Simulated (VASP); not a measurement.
Write the native input for VASP 6.6.1 that does the following.

```yaml
Task: relaxation of cell and atoms
Functional: r2SCAN
Potentials_or_basis: VASP PAW PBE potentials, release 64 (Cu_sv_GW, Ru_sv)
Cutoff: 900 eV
k_mesh: 6 × 6 × 6
Occupations: gaussian, width 0.1 eV
Spin: no spin polarisation
Dipole_correction: no
Further_INCAR_settings: ALGO = Normal; EDIFF = 1e-07; IBRION = 2; EDIFFG = -0.04; NSW = 90; ISIF = 3
```

Crystal: CuRu.

```
Cu Ru
1.0
     2.97901    0.00000    0.00000
     0.00000    2.97901    0.00000
     0.00000    0.00000    2.97901
Cu Ru
1 1
Direct
  0.00000 0.00000 0.00000
  0.50000 0.50000 0.50000
```

One way to write it, as run:

POSCAR

```
CuRu
1.0
    2.9790144876      0.0000000000      0.0000000000
    0.0000000000      2.9790144876      0.0000000000
    0.0000000000      0.0000000000      2.9790144876
Cu Ru
1 1
Direct
    0.0000000000      0.0000000000      0.0000000000
    0.5000000000      0.5000000000      0.5000000000
```

INCAR.step1

```
SYSTEM = CuRu
PREC = Accurate
ENCUT = 900
ISMEAR = 0
SIGMA = 0.1
LREAL = .FALSE.
LASPH = .TRUE.
NELM = 120
GGA = PE
ALGO = Normal
EDIFF = 1E-5
LWAVE = .TRUE.
LCHARG = .FALSE.
GGA_COMPAT = .FALSE.
IBRION = 2
ISIF = 3
EDIFFG = -0.005
NELMIN = 4
NSW = 100
```

INCAR.step2

```
SYSTEM = CuRu
PREC = Accurate
ENCUT = 900
EDIFF = 1E-7
ISMEAR = 0
SIGMA = 0.1
LREAL = .FALSE.
LASPH = .TRUE.
NELM = 120
ALGO = Normal
ISIF = 3
LWAVE = .FALSE.
LCHARG = .FALSE.
METAGGA = R2SCAN
LMIXTAU = .TRUE.
IBRION = 2
NSW = 90
EDIFFG = -0.04
ISTART = 1
GGA_COMPAT = .FALSE.
NELMIN = 4
```

KPOINTS

```
regular mesh
0
G
  6 6 6
  0 0 0
```

Potentials or basis: VASP PAW PBE potentials, release 64 (Cu_sv_GW, Ru_sv).

Launch:

```bash
$ cat potpaw_PBE.64/Cu_sv_GW/POTCAR potpaw_PBE.64/Ru_sv/POTCAR > POTCAR
$ cp INCAR.step1 INCAR
$ mpirun -np 1 vasp_std > vasp.out
$ cp INCAR.step2 INCAR
$ mpirun -np 1 vasp_std > vasp.out
```

Results of the run:

* Relaxed volume: 12.57 Å³/atom
* Relaxed cell: a = 2.929 Å, b = 2.929 Å, c = 2.929 Å, α = 90.00°, β = 90.00°, γ = 90.00°
* Space group after relaxing (to 0.1 Å): Pm-3m (No. 221)
* Energy gained by relaxing: 24.0 meV/atom
* Ionic steps: 3
* Pressure after relaxing: 0.1 GPa
* Band gap on the k mesh: zero (an odd number of electrons rules out a gap without spin polarisation)

Caveat: the PAW data sets were made with another functional, which shifts forces and pressure a little.

It took 14 min on 1 thread of Intel(R) Xeon(R) Platinum 8259CL CPU @ 2.50GHz (Skylake/Cascade Lake) (shared host), peak memory 0.2 GiB.
